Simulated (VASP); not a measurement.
Here is a VASP 6.6.1 calculation.

Contents of INCAR:

```
SYSTEM = HfN
PREC = Accurate ; ENCUT = 520
EDIFF = 1E-7 ; ISMEAR = 1
SIGMA = 0.1 ; LREAL = .FALSE.
LASPH = .TRUE. ; NELM = 60
ALGO = Normal ; ISIF = 2
LWAVE = .FALSE. ; LCHARG = .TRUE.
GGA = CA ; LELF = .TRUE.
LVHAR = .TRUE. ; NBANDS = 14
```

Contents of KPOINTS:

```
regular mesh
0
G
  9 9 9
  0 0 0
```

POSCAR

```
HfN
1.0
    0.0000000000      2.2560000000      2.2560000000
    2.2560000000      0.0000000000      2.2560000000
    2.2560000000      2.2560000000      0.0000000000
Hf N
1 1
Direct
    0.0000000000      0.0000000000      0.0000000000
    0.5000000000      0.5000000000      0.5000000000
```

Potentials or basis: VASP PAW LDA potentials, release 64 (Hf_pv, N).

Run with:

```bash
$ cat potpaw_LDA.64/Hf_pv/POTCAR potpaw_LDA.64/N/POTCAR > POTCAR
$ mpirun -np 1 vasp_std > vasp.out
```

Task: What does it give for the pressure?

Result: -9.6 GPa.
